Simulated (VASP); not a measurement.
# PbO (P4/nmm) in VASP: further runs

PbO is run at these levels: PBEsol; tasks: single point, relaxation of cell and atoms.

Program: VASP 6.6.1. These are calculated values, not measurements. Logs are shortened: lines on timing, memory, paths and dates and some standing lists are left out, and cuts for length are marked.

### Step 1. The cell of the first run

Symmetry: P4/nmm, No. 129, tetragonal system. Conventional cell: a = 3.988 Å, b = 3.988 Å, c = 5.075 Å, α = 90.00°, β = 90.00°, γ = 90.00°. Pb (site symmetry 4mm) has 4 O at 2.32 Å within 3.1 Å. Within 3.1 Å of O (site symmetry -4m2) lie 4 Pb at 2.32 Å and 4 O at 2.82 Å.

### Step 2. Single point, PBEsol

INCAR

```
PREC = Accurate ; ENCUT = 520
EDIFF = 1E-6 ; ISMEAR = 0
SIGMA = 0.02 ; LREAL = F
LASPH = T ; NELM = 100
ALGO = Normal ; ISIF = 2
LWAVE = F ; LCHARG = F
GGA = PS ; NBANDS = 28
```

KPOINTS

```
Automatic mesh
0
Gamma
  8 8 6
```

POSCAR

```
PbO
1.0
    3.9879609043      0.0000000000      0.0000000000
    0.0000000000      3.9879609043      0.0000000000
    0.0000000000      0.0000000000      5.0753363984
Pb O
2 2
Direct
    0.5000000000      0.0000000000      0.2333400086
    0.0000000000      0.5000000000      0.7666599914
    0.0000000000      0.0000000000      0.0000000000
    0.5000000000      0.5000000000      0.0000000000
```

Potentials or basis: VASP PAW PBE potentials, release 64 (Pb_d, O).

Started as:

```
$ cat potpaw_PBE.64/Pb_d/POTCAR potpaw_PBE.64/O/POTCAR > POTCAR
$ mpirun -np 1 vasp_std > vasp.out
```

OUTCAR:

```text
PREC = Accurate
   ENCUT = 520
   EDIFF = 1E-6
   ISMEAR = 0
   LREAL = F
   LASPH = T
   NELM = 100
   ISIF = 2
   GGA = PS

 ion  position               nearest neighbor table
   1  0.500  0.000  0.233-   3 2.32   4 2.32   4 2.32   3 2.32   2 3.68   2 3.68   2 3.68   2 3.68
                             2 3.91   2 3.91   2 3.91   2 3.91
   2  0.000  0.500  0.767-   3 2.32   4 2.32   3 2.32   4 2.32   1 3.68   1 3.68   1 3.68   1 3.68
                             1 3.91   1 3.91   1 3.91   1 3.91
   3  0.000  0.000  0.000-   1 2.32   2 2.32   2 2.32   1 2.32
   4  0.500  0.500  0.000-   1 2.32   2 2.32   1 2.32   2 2.32

  LATTYP: Found a simple tetragonal cell.
 ALAT       =     3.9879609043
 C/A-ratio  =     1.2726645321

  Lattice vectors:

 A1 = (   3.9879609043,   0.0000000000,   0.0000000000)
 A2 = (   0.0000000000,   3.9879609043,   0.0000000000)
 A3 = (   0.0000000000,   0.0000000000,   5.0753363984)

Analysis of symmetry for initial positions (statically):
=====================================================================
 Subroutine PRICEL returns:
 Original cell was already a primitive cell.

 Routine SETGRP: Setting up the symmetry group for a
 simple tetragonal supercell.

 Subroutine GETGRP returns: Found 16 space group operations
 (whereof  8 operations were pure point group operations)
 out of a pool of 16 trial point group operations.

The static configuration has the point symmetry D_2d.
 The point group associated with its full space group is D_4h.

Analysis of symmetry for dynamics (positions and initial velocities):
=====================================================================
 Subroutine PRICEL returns:
 Original cell was already a primitive cell.

 Routine SETGRP: Setting up the symmetry group for a
 simple tetragonal supercell.

 Subroutine GETGRP returns: Found 16 space group operations
 (whereof  8 operations were pure point group operations)
 out of a pool of 16 trial point group operations.

The dynamic configuration has the point symmetry D_2d.
 The point group associated with its full space group is D_4h.

 Subroutine INISYM returns: Found 16 space group operations
 (whereof  8 operations are pure point group operations),
 and found     1 'primitive' translations

----------------------------------------------------------------------------------------

                                     Primitive cell

  volume of cell :      80.7173

  direct lattice vectors                    reciprocal lattice vectors
     3.987960904  0.000000000  0.000000000     0.250754715  0.000000000  0.000000000
     0.000000000  3.987960904  0.000000000     0.000000000  0.250754715  0.000000000
     0.000000000  0.000000000  5.075336398     0.000000000  0.000000000  0.197031275

  length of vectors
     3.987960904  3.987960904  5.075336398     0.250754715  0.250754715  0.197031275

  position of ions in fractional coordinates (direct lattice)
     0.500000000  0.000000000  0.233340009
     0.000000000  0.500000000  0.766659991
     0.000000000  0.000000000  0.000000000
     0.500000000  0.500000000  0.000000000

  ion indices of the primitive-cell ions
   primitive index   ion index
                 1           1
                 2           2
                 3           3
                 4           4

----------------------------------------------------------------------------------------

 KPOINTS: Automatic mesh

Automatic generation of k-mesh.
 Grid dimensions read from file:
 generate k-points for:    8    8    6

 Generating k-lattice:

  Cartesian coordinates                     Fractional coordinates (reciprocal lattice)
     0.031344339  0.000000000  0.000000000     0.125000000  0.000000000  0.000000000
     0.000000000  0.031344339  0.000000000     0.000000000  0.125000000  0.000000000
     0.000000000  0.000000000  0.032838546     0.000000000  0.000000000  0.166666667

  Length of vectors
     0.031344339  0.031344339  0.032838546

  Shift w.r.t. Gamma in fractional coordinates (k-lattice)
     0.000000000  0.000000000  0.000000000

 Subroutine IBZKPT returns following result:
 ===========================================

 Found     60 irreducible k-points:

 Following reciprocal coordinates:
            Coordinates               Weight
  0.000000  0.000000  0.000000      1.000000
  0.125000  0.000000  0.000000      4.000000
  0.250000  0.000000  0.000000      4.000000
  0.375000  0.000000  0.000000      4.000000
  0.500000  0.000000  0.000000      2.000000
  0.125000  0.125000  0.000000      4.000000
[... 16 lines left out ...]
  0.375000  0.125000  0.166667     16.000000
  0.500000  0.125000  0.166667      8.000000
 [... further k-points ...]
   k-points           NKPTS =     60   k-points in BZ     NKDIM =     60   number of bands    NBANDS=     28
   number of dos      NEDOS =    301   number of ions     NIONS =      4
   total plane-waves  NPLWV =  36000
   dimension x,y,z NGX =    30 NGY =   30 NGZ =   40
   dimension x,y,z NGXF=    60 NGYF=   60 NGZF=   80
   ions per type =               2   2
   NGX,Y,Z   is equivalent  to a cutoff of  12.51, 12.51, 13.10 a.u.
   NGXF,Y,Z  is equivalent  to a cutoff of  25.01, 25.01, 26.20 a.u.
 SYSTEM =  unknown system
   PREC   = accura    normal or accurate (medium, high low for compatibility)
   ISTART =      0    job   : 0-new  1-cont  2-samecut
   ICHARG =      2    charge: 1-file 2-atom 10-const
   ISPIN  =      1    spin polarized calculation?
   LNONCOLLINEAR =      F non collinear calculations
   LSORBIT =      F    spin-orbit coupling
   LASPH  =      T    aspherical Exc in radial PAW
   ENCUT  =  520.0 eV  38.22 Ry    6.18 a.u.   7.41  7.41  9.44*2*pi/ulx,y,z
   NELM   =    100;   NELMIN=  2; NELMDL= -5     # of ELM steps
   EDIFF  = 0.1E-05   stopping-criterion for ELM
   LREAL  =      F    real-space projection
[... 7 lines left out ...]
   TEBEG  =    0.0;   TEEND  =   0.0 temperature during run
   PSTRESS=    0.0 pullay stress
   NELECT =      40.0000    total number of electrons
   NUPDOWN=      -1.0000    fix difference up-down
   EMIN   =  10.00;   EMAX   =-10.00  energy-range for DOS
   EFERMI =   0.00;   METHOD = LEGACY
   ISMEAR =     0;   SIGMA  =   0.02  broadening in eV -4-tet -1-fermi 0-gaus
   EFERMI_NEDOS =   21; number of points for ismear=-14 and -15
   IALGO  =     38    algorithm
   IMIX   =      4    mixing-type and parameters
     AMIX     =   0.40;   BMIX     =  1.00
     AMIX_MAG =   1.60;   BMIX_MAG =  1.00
  volume/ion in A,a.u.               =      20.18       136.18
  Fermi-wavevector in a.u.,A,eV,Ry     =   1.295506  2.448151 22.835130  1.678335
  Thomas-Fermi vector in A             =   2.427021
   LORBIT       =      0    0 simple, 1 ext, 2 COOP (PROOUT), +10 PAW based schemes
   GGA     = PS    functional components
   LHFCALC =     F    Hartree Fock is set to
   AEXX    =    0.0000 exact exchange contribution
   IVDW    =     0    specifies the selected vdW correction
   LEPSILON=     F    determine dielectric tensor
   LRPA    =     F    only Hartree local field effects (RPA)
 non-spin polarized calculation
 Gauss-broadening in eV      SIGMA  =   0.02
  energy-cutoff  :      520.00
  volume of cell :       80.72
 maximum number of plane-waves:      2210
 NGX is ok and might be reduce to    30
   NGX = 15   NGY = 15   NGZ = 19

 number of electron      39.9999997 magnetization

 Free energy of the ion-electron system (eV)
  ---------------------------------------------------
  ext. energy  EPLUGINS =         0.00000000
  ---------------------------------------------------
  free energy    TOTEN  =       -22.87492604 eV

  energy without entropy =      -22.87492604  energy(sigma->0) =      -22.87492604

 E-fermi :   4.9273     XC(G=0):  -9.9841

 val. band max:        4.8134470475   @ k =   0.1250   0.0000   0.0000
 cond. band min:       6.0503914142   @ k =   0.5000   0.5000   0.0000
 fundamental gap:      1.2369443667
 Fermi energy:         4.9273137501

 k-point     1 :       0.0000    0.0000    0.0000
  band No.  band energies     occupation
      1     -13.4920      2.00000
      2     -12.9464      2.00000
      3     -11.1157      2.00000
      4     -11.1157      2.00000
      5     -11.0509      2.00000
      6     -11.0373      2.00000
[... 20 lines left out ...]
     27      12.2908      0.00000
     28      12.8347      0.00000

 k-point     2 :       0.1250    0.0000    0.0000
  band No.  band energies     occupation
      1     -13.4577      2.00000
      2     -12.9573      2.00000
      3     -11.1086      2.00000
      4     -11.1061      2.00000
      5     -11.0397      2.00000
      6     -11.0280      2.00000
[... 20 lines left out ...]
     27      12.5208      0.00000
     28      13.8519      0.00000

 k-point     3 :       0.2500    0.0000    0.0000
  band No.  band energies     occupation
      1     -13.3685      2.00000
      2     -12.9927      2.00000
      3     -11.0890      2.00000
      4     -11.0797      2.00000
      5     -11.0070      2.00000
      6     -11.0033      2.00000
[... 20 lines left out ...]
     27      12.7937      0.00000
     28      15.6332      0.00000

 k-point     4 :       0.3750    0.0000    0.0000
  band No.  band energies     occupation
      1     -13.2552      2.00000
      2     -13.0562      2.00000
      3     -11.0610      2.00000
      4     -11.0456      2.00000
      5     -11.0013      2.00000
      6     -10.9954      2.00000
[... 578 lines left out ...]
     27      13.7033      0.00000
     28      15.0967      0.00000

 k-point    23 :       0.3750    0.1250    0.1667
  band No.  band energies     occupation
      1     -13.2408      2.00000
      2     -13.0584      2.00000
      3     -11.0636      2.00000
      4     -11.0336      2.00000
      5     -11.0076      2.00000
      6     -10.9820      2.00000
[... 20 lines left out ...]
     27      13.9218      0.00000
     28      14.4426      0.00000

 k-point    24 :       0.5000    0.1250    0.1667
  band No.  band energies     occupation
      1     -13.1416      2.00000
      2     -13.1416      2.00000
      3     -11.0405      2.00000
      4     -11.0405      2.00000
      5     -10.9987      2.00000
      6     -10.9987      2.00000
[... 20 lines left out ...]
     27      14.1297      0.00000
     28      14.1297      0.00000

 [... further k-points ...]

------------------------ aborting loop because EDIFF is reached ----------------------------------------

  FORCE on cell =-STRESS in cart. coord.  units (eV):
  Direction    XX          YY          ZZ          XY          YZ          ZX
  --------------------------------------------------------------------------------------
  -------------------------------------------------------------------------------------
  Total        0.0518108      0.0518108      0.0577713      0.0000000      0.0000000      0.0000000
  in kB        1.0284044      1.0284044      1.1467161      0.0000000      0.0000000      0.0000000
  external PRESSURE =       1.0678416 kB  Pullay stress =       0.0000000 kB

 VOLUME and BASIS-vectors are now :
 -----------------------------------------------------------------------------
  energy-cutoff  :      520.00
  volume of cell :       80.72
      direct lattice vectors                 reciprocal lattice vectors
     3.987960904  0.000000000  0.000000000     0.250754715  0.000000000  0.000000000
     0.000000000  3.987960904  0.000000000     0.000000000  0.250754715  0.000000000
     0.000000000  0.000000000  5.075336398     0.000000000  0.000000000  0.197031275

 POSITION                                       TOTAL-FORCE (eV/Angst)
 -----------------------------------------------------------------------------------
      1.99398      0.00000      1.18428         0.000000      0.000000      0.043653
      0.00000      1.99398      3.89106         0.000000      0.000000     -0.043653
      0.00000      0.00000      0.00000         0.000000      0.000000      0.000000
      1.99398      1.99398      0.00000        -0.000000     -0.000000      0.000000
 -----------------------------------------------------------------------------------
    total drift:                                0.000000      0.000000     -0.000000

  FREE ENERGIE OF THE ION-ELECTRON SYSTEM (eV)
  ---------------------------------------------------
  free  energy   TOTEN  =       -22.8749260360 eV

  energy  without entropy=      -22.8749260360  energy(sigma->0) =      -22.87492604
```

It took 1.7 min on 1 thread of Intel Xeon Platinum 8488C (Sapphire Rapids), shared host; peak memory 0.25 GiB.

What came out:

```
Free energy            : -22.8749 eV
Pressure               : 0.1 GPa
Largest force          : 0.044 eV/Å
Band gap on the k mesh : 1.24 eV (least direct gap 2.20 eV)
```

Forces on the atoms (eV/Å):
```
Pb   0.000  0.000  0.044
Pb   0.000  0.000 -0.044
O    0.000  0.000  0.000
O    0.000  0.000  0.000
```

Caveat: the PAW data sets were made with another functional, which shifts forces and pressure a little; spin-orbit coupling is left out, which moves the levels of the heavy elements. A k mesh can miss the band edges.

(Continued in part 2 of 2.)
